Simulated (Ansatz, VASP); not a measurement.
One calculation of Mg, two programs

```
Mg
1.0
     3.20930    0.00000    0.00000
    -1.60465    2.77934    0.00000
     0.00000    0.00000    5.21030
Mg
2
Direct
  0.33333 0.66667 0.25000
  0.66667 0.33333 0.75000
```

Alike in both runs: task relaxation of cell and atoms; functional LDA; k mesh 15 × 15 × 8; occupations gaussian, width 0.1 eV; no spin polarisation.

```csv
,VASP,Ansatz
version,VASP 6.6.1,Ansatz 0.2.0
potentials or method,"VASP PAW LDA potentials, release 64 (Mg), cutoff 600 eV","scalar-relativistic, plane waves, PAW"
valence electrons in the cell,4,20
```

```csv
,VASP,Ansatz,Ansatz less VASP
"gap on the k mesh at the Fermi level, each at its own relaxed structure (eV)",none,none,-
relaxed volume (Å³/atom),21.43,21.60,+0.175
relaxed cell length with the largest relative difference (Å),5.025,5.039,+0.0140
```

Ansatz warns that its potentials were made for another functional, while VASP's fit it. LDA's correlation is that of Perdew and Zunger in VASP and of Perdew and Wang (1992) in Ansatz. A gap of «none» marks a metal or a gap that the smearing closes. VASP's potentials hold 4 valence electrons a cell and Ansatz's 20, so a difference there can come from the potentials and not from the codes.
